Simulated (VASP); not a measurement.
# Sb (Fm-3m) in VASP: a series of runs, part 2 of 2

VASP 6.6.1. The steps go on from the part before.

### Step 3. Single point, RPBE

This run uses another cell than the first one, of 28.08 Å³/atom, 1.087 times its volume.

INCAR reads:

```
PREC = Accurate ; ENCUT = 520
EDIFF = 1E-6 ; ISMEAR = -1
SIGMA = 0.1 ; LREAL = F
LASPH = T ; NELM = 80
ALGO = Normal ; ISIF = 2
LWAVE = F ; LCHARG = F
GGA = RP ; NBANDS = 8
```

KPOINTS reads:

```
Automatic mesh
0
Gamma
  13 13 13
```

POSCAR reads:

```
Sb
1.0
    0.0000000000      2.4124306289      2.4124306289
    2.4124306289      0.0000000000      2.4124306289
    2.4124306289      2.4124306289      0.0000000000
Sb
1
Direct
    0.0000000000      0.0000000000      0.0000000000
```

Potentials or basis: VASP PAW PBE potentials, release 64 (Sb).

Command:

```console
cat potpaw_PBE.64/Sb/POTCAR > POTCAR
mpirun -np 1 vasp_std > vasp.out
```

OUTCAR:

```text
PREC = Accurate
   ENCUT = 520
   EDIFF = 1E-6
   ISMEAR = -1
   LREAL = F
   LASPH = T
   NELM = 80
   ISIF = 2
   GGA = RP

 ion  position               nearest neighbor table
   1  0.000  0.000  0.000-

  LATTYP: Found a face centered cubic cell.
 ALAT       =     4.8248612578

  Lattice vectors:

 A1 = (   0.0000000000,   2.4124306289,   2.4124306289)
 A2 = (   2.4124306289,   0.0000000000,   2.4124306289)
 A3 = (   2.4124306289,   2.4124306289,   0.0000000000)

Analysis of symmetry for initial positions (statically):
=====================================================================
 Subroutine PRICEL returns:
 Original cell was already a primitive cell.

 Routine SETGRP: Setting up the symmetry group for a
 face centered cubic supercell.

 Subroutine GETGRP returns: Found 48 space group operations
 (whereof 48 operations were pure point group operations)
 out of a pool of 48 trial point group operations.

The static configuration has the point symmetry O_h .

Analysis of symmetry for dynamics (positions and initial velocities):
[... 152 lines left out ...]
  ---------------------------------------------------
  free energy    TOTEN  =        -3.44623318 eV

  energy without entropy =       -3.42029440  energy(sigma->0) =       -3.43326379

 E-fermi :   8.0748     XC(G=0): -10.0100

 val. band max:        8.0635941500   @ k =   0.4615   0.2308   0.0000
 cond. band min:       8.0915456305   @ k =  -0.3846   0.4615   0.0769
 fundamental gap:      0.0279514805
 Fermi energy:         8.0748379391

 k-point     1 :       0.0000    0.0000    0.0000
  band No.  band energies     occupation
      1      -4.5047      2.00000
      2      13.1364      0.00000
      3      13.1364      0.00000
      4      13.1364      0.00000
      5      17.8712      0.00000
      6      17.8712      0.00000
      7      17.8712      0.00000
      8      18.2790      0.00000
[... 243 lines left out ...]
 k-point    24 :       0.4615    0.1538    0.0000
  band No.  band energies     occupation
      1      -1.2181      2.00000
      2       3.8267      2.00000
      3       9.4685      0.00000
      4      10.4562      0.00000
      5      14.6132      0.00000
      6      18.4147      0.00000
      7      18.9414      0.00000
      8      20.7429      0.00000

 [... further k-points ...]
[... 5 lines left out ...]
  --------------------------------------------------------------------------------------
  -------------------------------------------------------------------------------------
  Total       -0.0118220     -0.0118220     -0.0118220     -0.0000000     -0.0000000      0.0000000
  in kB       -0.6745408     -0.6745408     -0.6745408     -0.0000000     -0.0000000      0.0000000
  external PRESSURE =      -0.6745408 kB  Pullay stress =       0.0000000 kB

 VOLUME and BASIS-vectors are now :
 -----------------------------------------------------------------------------
  energy-cutoff  :      520.00
  volume of cell :       28.08
      direct lattice vectors                 reciprocal lattice vectors
     0.000000000  2.412430629  2.412430629    -0.207259846  0.207259846  0.207259846
     2.412430629  0.000000000  2.412430629     0.207259846 -0.207259846  0.207259846
     2.412430629  2.412430629  0.000000000     0.207259846  0.207259846 -0.207259846

 POSITION                                       TOTAL-FORCE (eV/Angst)
 -----------------------------------------------------------------------------------
      0.00000      0.00000      0.00000         0.000000     -0.000000      0.000000
 -----------------------------------------------------------------------------------
    total drift:                                0.000000      0.000000      0.000000

  FREE ENERGIE OF THE ION-ELECTRON SYSTEM (eV)
  ---------------------------------------------------
  free  energy   TOTEN  =        -3.4462331800 eV

  energy  without entropy=       -3.4202944000  energy(sigma->0) =       -3.43326379
```

stdout:

```text
POSCAR found type information on POSCAR Sb
 POSCAR found :  1 types and       1 ions
 scaLAPACK will be used
 -----------------------------------------------------------------------------
|                                                                             |
|                                                                             |
|     You enforced a specific xc type in the INCAR file but a different       |
|     I HOPE YOU KNOW WHAT YOU ARE DOING!                                     |
|                                                                             |
 -----------------------------------------------------------------------------

 LDA part: xc-table for (Slater+PW92), standard interpolation
 POSCAR, INCAR and KPOINTS ok, starting setup
 FFT: planning ... GRIDC
 FFT: planning ... GRID_SOFT
 FFT: planning ... GRID
 WAVECAR not read
 entering main loop
```

It took 24 s on 1 thread of Intel Xeon 8259CL, shared host; peak memory 0.16 GiB.

Results:

```
Free energy : -3.4462 eV
Pressure    : -0.1 GPa
```

Caveat: the PAW data sets were made with another functional, which shifts forces and pressure a little; spin-orbit coupling is left out, which moves the levels of the heavy elements.

### Step 4. Single point, RPBE (volume scaled by 1.04)

INCAR reads:

```
PREC = Accurate
ENCUT = 520
EDIFF = 1E-7
ISMEAR = -1
SIGMA = 0.1
LREAL = False
LASPH = True
NELM = 100
ALGO = Normal
ISIF = 2
LWAVE = False
LCHARG = False
GGA = RP
NBANDS = 8
```

KPOINTS reads:

```
regular mesh
0
Gamma
  13 13 13
```

POSCAR reads:

```
Sb
1.0
    0.0000000000      2.4441767778      2.4441767778
    2.4441767778      0.0000000000      2.4441767778
    2.4441767778      2.4441767778      0.0000000000
Sb
1
Direct
    0.0000000000      0.0000000000      0.0000000000
```

Potentials or basis: VASP PAW PBE potentials, release 64 (Sb).

Command:

```console
cat potpaw_PBE.64/Sb/POTCAR > POTCAR
mpirun -np 1 vasp_std > vasp.out
```

OUTCAR:

```text
PREC = Accurate
   ENCUT = 520
   EDIFF = 1E-7
   ISMEAR = -1
   LREAL = False
   LASPH = True
   NELM = 100
   ISIF = 2
   GGA = RP

 ion  position               nearest neighbor table
   1  0.000  0.000  0.000-

  LATTYP: Found a face centered cubic cell.
 ALAT       =     4.8883535556

  Lattice vectors:

 A1 = (   0.0000000000,   2.4441767778,   2.4441767778)
 A2 = (   2.4441767778,   0.0000000000,   2.4441767778)
 A3 = (   2.4441767778,   2.4441767778,   0.0000000000)

Analysis of symmetry for initial positions (statically):
=====================================================================
 Subroutine PRICEL returns:
 Original cell was already a primitive cell.

 Routine SETGRP: Setting up the symmetry group for a
 face centered cubic supercell.

 Subroutine GETGRP returns: Found 48 space group operations
 (whereof 48 operations were pure point group operations)
 out of a pool of 48 trial point group operations.

The static configuration has the point symmetry O_h .

Analysis of symmetry for dynamics (positions and initial velocities):
=====================================================================
 Subroutine PRICEL returns:
 Original cell was already a primitive cell.

 Routine SETGRP: Setting up the symmetry group for a
 face centered cubic supercell.

 Subroutine GETGRP returns: Found 48 space group operations
 (whereof 48 operations were pure point group operations)
 out of a pool of 48 trial point group operations.

The dynamic configuration has the point symmetry O_h .

 Subroutine INISYM returns: Found 48 space group operations
 (whereof 48 operations are pure point group operations),
 and found     1 'primitive' translations

----------------------------------------------------------------------------------------

                                     Primitive cell

  volume of cell :      29.2030
[... 101 lines left out ...]
   EFERMI =   0.00;   METHOD = LEGACY
   ISMEAR =    -1;   SIGMA  =   0.10  broadening in eV -4-tet -1-fermi 0-gaus
   EFERMI_NEDOS =   21; number of points for ismear=-14 and -15
   IALGO  =     38    algorithm
   IMIX   =      4    mixing-type and parameters
     AMIX     =   0.40;   BMIX     =  1.00
     AMIX_MAG =   1.60;   BMIX_MAG =  1.00
  volume/ion in A,a.u.               =      29.20       197.07
  Fermi-wavevector in a.u.,A,eV,Ry     =   0.909052  1.717860 11.243530  0.826376
  Thomas-Fermi vector in A             =   2.033051
   LORBIT       =      0    0 simple, 1 ext, 2 COOP (PROOUT), +10 PAW based schemes
   GGA     = RP    functional components
   LHFCALC =     F    Hartree Fock is set to
   AEXX    =    0.0000 exact exchange contribution
   IVDW    =     0    specifies the selected vdW correction
   LEPSILON=     F    determine dielectric tensor
   LRPA    =     F    only Hartree local field effects (RPA)
 non-spin polarized calculation
  energy-cutoff  :      520.00
  volume of cell :       29.20
 maximum number of plane-waves:       801
 NGX is ok and might be reduce to    28
   NGX = 13   NGY = 13   NGZ = 13

 number of electron       5.0000000 magnetization

 Free energy of the ion-electron system (eV)
  ---------------------------------------------------
  ext. energy  EPLUGINS =         0.00000000
  ---------------------------------------------------
  free energy    TOTEN  =        -3.43875184 eV

  energy without entropy =       -3.41183128  energy(sigma->0) =       -3.42529156

 E-fermi :   7.5913     XC(G=0):  -9.8384

 val. band max:        7.5698729470   @ k =   0.4615   0.2308   0.0000
 cond. band min:       7.6258986006   @ k =  -0.3846   0.4615   0.0769
 fundamental gap:      0.0560256535
 Fermi energy:         7.5912918510

 k-point     1 :       0.0000    0.0000    0.0000
  band No.  band energies     occupation
      1      -4.7028      2.00000
      2      12.3781      0.00000
      3      12.3781      0.00000
      4      12.3781      0.00000
      5      17.2658      0.00000
      6      17.2658      0.00000
      7      17.2658      0.00000
      8      17.7906      0.00000
[... 243 lines left out ...]
 k-point    24 :       0.4615    0.1538    0.0000
  band No.  band energies     occupation
      1      -1.5859      2.00000
      2       3.4974      2.00000
      3       8.9005      0.00000
      4       9.8633      0.00000
      5      14.1044      0.00000
      6      17.6544      0.00000
      7      18.2884      0.00000
      8      20.0401      0.00000

 [... further k-points ...]
[... 5 lines left out ...]
  --------------------------------------------------------------------------------------
  -------------------------------------------------------------------------------------
  Total       -0.3637986     -0.3637986     -0.3637986      0.0000000      0.0000000     -0.0000000
  in kB      -19.9592269    -19.9592269    -19.9592269      0.0000000      0.0000000     -0.0000000
  external PRESSURE =     -19.9592269 kB  Pullay stress =       0.0000000 kB

 VOLUME and BASIS-vectors are now :
 -----------------------------------------------------------------------------
  energy-cutoff  :      520.00
  volume of cell :       29.20
      direct lattice vectors                 reciprocal lattice vectors
     0.000000000  2.444176778  2.444176778    -0.204567855  0.204567855  0.204567855
     2.444176778  0.000000000  2.444176778     0.204567855 -0.204567855  0.204567855
     2.444176778  2.444176778  0.000000000     0.204567855  0.204567855 -0.204567855

 POSITION                                       TOTAL-FORCE (eV/Angst)
 -----------------------------------------------------------------------------------
      0.00000      0.00000      0.00000        -0.000000      0.000000     -0.000000
 -----------------------------------------------------------------------------------
    total drift:                                0.000000      0.000000      0.000000

  FREE ENERGIE OF THE ION-ELECTRON SYSTEM (eV)
  ---------------------------------------------------
  free  energy   TOTEN  =        -3.4387518423 eV

  energy  without entropy=       -3.4118312830  energy(sigma->0) =       -3.42529156
```

OSZICAR:

```text
N       E                     dE             d eps       ncg     rms          rms(c)
DAV:   1     0.499645095288E+01    0.49965E+01   -0.16627E+03  1352   0.412E+02
DAV:   2    -0.334246729217E+01   -0.83389E+01   -0.81256E+01  1888   0.507E+01
DAV:   3    -0.344309973533E+01   -0.10063E+00   -0.10013E+00  1600   0.613E+00
DAV:   4    -0.344341731309E+01   -0.31758E-03   -0.31757E-03  2176   0.433E-01
DAV:   5    -0.344341780650E+01   -0.49341E-06   -0.49440E-06  1632   0.112E-02    0.153E+00
DAV:   6    -0.344022857207E+01    0.31892E-02   -0.29051E-03  1648   0.298E-01    0.856E-01
DAV:   7    -0.343870542619E+01    0.15231E-02   -0.62882E-03  1504   0.440E-01    0.814E-02
DAV:   8    -0.343875238702E+01   -0.46961E-04   -0.10401E-04  1896   0.782E-02    0.710E-03
DAV:   9    -0.343875239096E+01   -0.39446E-08   -0.20855E-06  1944   0.113E-02    0.111E-03
DAV:  10    -0.343875200008E+01    0.39088E-06   -0.82167E-08  1848   0.188E-03    0.123E-03
DAV:  11    -0.343875179655E+01    0.20353E-06   -0.43520E-09  1168   0.576E-04    0.200E-04
DAV:  12    -0.343875184235E+01   -0.45797E-07   -0.18750E-10   904   0.925E-05
   1 F= -.34387518E+01 E0= -.34252916E+01  d E =-.269206E-01
```

It took 31 s on 1 thread of Intel Xeon 8259CL, shared host; peak memory 0.16 GiB.

Results:

- Free energy: -3.4388 eV
- Pressure: -2.0 GPa

Caveat: the cell differs from its parent crystal (volume scaled by 1.04); the PAW data sets were made with another functional, which shifts forces and pressure a little; spin-orbit coupling is left out, which moves the levels of the heavy elements.

### Step 5. Single point, RPBE (volume scaled by 1.12)

INCAR reads:

```
  ALGO = Normal
  EDIFF = 1E-6
  ENCUT = 520
  GGA = RP
  ISIF = 2
  ISMEAR = -1
  LASPH = T
  LCHARG = F
  LREAL = F
  LWAVE = F
  NBANDS = 8
  NELM = 60
  PREC = Accurate
  SIGMA = 0.1
```

KPOINTS reads:

```
k-points
0
Gamma
  13 13 13
```

POSCAR reads:

```
Sb
1.0
    0.0000000000      2.5053063624      2.5053063624
    2.5053063624      0.0000000000      2.5053063624
    2.5053063624      2.5053063624      0.0000000000
Sb
1
Direct
    0.0000000000      0.0000000000      0.0000000000
```

Command:

```console
cat potpaw_PBE.64/Sb/POTCAR > POTCAR
mpirun -np 1 vasp_std > vasp.out
```

Run time: 26 s. Hardware: 1 thread of Intel Xeon 8259CL, shared host; peak memory 0.17 GiB.

It converged, with:

| Item | Value |
| --- | --- |
| Free energy | -3.3901 eV |
| Pressure | -4.7 GPa |

Levels at points of the mesh, in eV from the Fermi level:
```csv
k point,band 1,band 2,band 3,band 4,band 5,band 6,band 7
"(0.00, 0.00, 0.00)",-11.79,4.30,4.30,4.30,9.45,9.45,9.45
```

Caveat: the cell differs from its parent crystal (volume scaled by 1.12); the PAW data sets were made with another functional, which shifts forces and pressure a little; spin-orbit coupling is left out, which moves the levels of the heavy elements.

### Step 6. Single point, RPBE

This run uses another cell than the first one, of 28.08 Å³/atom, 1.087 times its volume.

INCAR reads:

```
ALGO     = Normal         # electronic algorithm
EDIFF    = 1E-6           # SCF threshold, eV
ENCUT    = 500            # plane-wave cutoff, eV
GGA      = RP             # functional
GGA_COMPAT= F            
ISIF     = 2              # what is computed and relaxed
ISMEAR   = -1             # smearing method
LASPH    = T              # aspherical terms in the spheres
LCHARG   = F              # write CHGCAR
LREAL    = F              # projectors in reciprocal space
LWAVE    = F              # write WAVECAR
NBANDS   = 8              # bands
NELM     = 120            # most SCF steps
PREC     = Accurate       # precision mode
SIGMA    = 0.1            # smearing width, eV
```

KPOINTS reads:

```
k-points
0
Gamma
  11 11 11
```

POSCAR reads:

```
Sb
1.0
    0.0000000000      2.4124306289      2.4124306289
    2.4124306289      0.0000000000      2.4124306289
    2.4124306289      2.4124306289      0.0000000000
Sb
1
Direct
    0.0000000000      0.0000000000      0.0000000000
```

Potentials or basis: VASP PAW PBE potentials, release 64 (Sb).

Command:

```console
cat potpaw_PBE.64/Sb/POTCAR > POTCAR
mpirun -np 1 vasp_std > vasp.out
```

Run time: 17 s. Hardware: 1 thread of Intel Xeon 8259CL, shared host; peak memory 0.15 GiB.

Results (log left out):

| Property | Result |
| --- | --- |
| Free energy | -3.4487 eV |
| Pressure | -0.2 GPa |

Levels at points of the mesh, in eV from the Fermi level:
```tsv
k point	band 1	band 2	band 3	band 4	band 5
(0.00, 0.00, 0.00)	-12.59	5.05	5.05	5.05	9.78
```

Caveat: the PAW data sets were made with another functional, which shifts forces and pressure a little; spin-orbit coupling is left out, which moves the levels of the heavy elements.

### Step 7. Relaxation of cell and atoms, RPBE

This run uses another cell than the first one, of 27.18 Å³/atom, 1.052 times its volume.

INCAR reads:

```
SYSTEM = Sb
ALGO     = Normal         ! electronic algorithm
EDIFF    = 1E-7           ! SCF threshold, eV
EDIFFG   = -0.01          ! ionic threshold
ENCUT    = 500            ! plane-wave cutoff, eV
GGA      = RP             ! functional
GGA_COMPAT= .FALSE.      
IBRION   = 2              ! ionic algorithm
ISIF     = 3              ! what is computed and relaxed
ISMEAR   = -1             ! smearing method
LASPH    = .TRUE.         ! aspherical terms in the spheres
LCHARG   = .FALSE.        ! write CHGCAR
LREAL    = .FALSE.        ! projectors in reciprocal space
LWAVE    = .FALSE.        ! write WAVECAR
NELM     = 120            ! most SCF steps
NELMIN   = 4            
NSW      = 80             ! ionic steps
PREC     = Accurate       ! precision mode
SIGMA    = 0.1            ! smearing width, eV
```

KPOINTS reads:

```
k-points
0
G
  11 11 11
  0 0 0
```

POSCAR reads:

```
Sb
1.0
    0.0000000000      2.3864604735      2.3864604735
    2.3864604735      0.0000000000      2.3864604735
    2.3864604735      2.3864604735      0.0000000000
Sb
1
Direct
    0.0000000000      0.0000000000      0.0000000000
```

Command:

```console
cat potpaw_PBE.64/Sb/POTCAR > POTCAR
mpirun -np 1 vasp_std > vasp.out
```

Wall time 39 s (1 thread of Intel Xeon 8259CL, shared host); peak memory 0.16 GiB.

It converged, with:

| Quantity | Value |
| --- | --- |
| Free energy | -3.4487 eV |
| Relaxed volume | 27.96 Å³/atom |
| Relaxed cell | a = 3.407 Å, b = 3.407 Å, c = 3.407 Å, α = 60.00°, β = 60.00°, γ = 60.00° |
| Space group after relaxing (to 0.05 Å) | Fm-3m (No. 225) |
| Energy gained by relaxing | 3.9 meV/atom |
| Ionic steps | 3 |
| Pressure after relaxing | 0.0 GPa |

Step by step:
```tsv
step	energy change (eV)	largest force (eV/Å)	pressure (GPa)	volume (Å³)
1	0.0000	0.0000	1.68	27.18
2	-0.0031	0.0000	-0.69	28.32
3	-0.0039	0.0000	0.01	27.96
```

Final structure:
```
Sb
1.0
     0.00000    2.40887    2.40887
     2.40887    0.00000    2.40887
     2.40887    2.40887    0.00000
Sb
1
Direct
  0.00000 0.00000 0.00000
```

Levels at points of the mesh, in eV from the Fermi level:
```
           k point  band 1  band 2  band 3  band 4  band 5  band 6
(0.00, 0.00, 0.00)  -12.63    5.08    5.08    5.08    9.80    9.80
```

Caveat: the PAW data sets were made with another functional, which shifts forces and pressure a little; spin-orbit coupling is left out, which moves the levels of the heavy elements.

### Step 8. Overview

```tsv
task	cell	k mesh	cutoff (eV)	gap on the mesh (eV)	pressure (GPa)
single point	a = 3.318 Å, angles 60.0°, 1 atom	13 × 13 × 13	520	none	5.3
single point	a = 3.412 Å, angles 60.0°, 1 atom	13 × 13 × 13	520	none	-0.1
single point	a = 3.457 Å, angles 60.0°, 1 atom	13 × 13 × 13	520	none	-2.0
single point	a = 3.543 Å, angles 60.0°, 1 atom	13 × 13 × 13	520	none	-4.7
single point	a = 3.412 Å, angles 60.0°, 1 atom	11 × 11 × 11	500	none	-0.2
relaxation of cell and atoms	relaxed from a = 3.375 Å, angles 60.0°, 1 atom	11 × 11 × 11	500	none	0.0
```

Alike in all rows: level RPBE; potentials or basis VASP PAW PBE potentials, release 64 (Sb); no spin polarisation; smearing fermi-dirac 0.1 eV.

Caveats: the PAW data sets were made with another functional, which shifts forces and pressure a little; spin-orbit coupling is left out, which moves the levels of the heavy elements.

Total energies depend on the potentials used, so only differences within one code and one set of settings carry meaning.
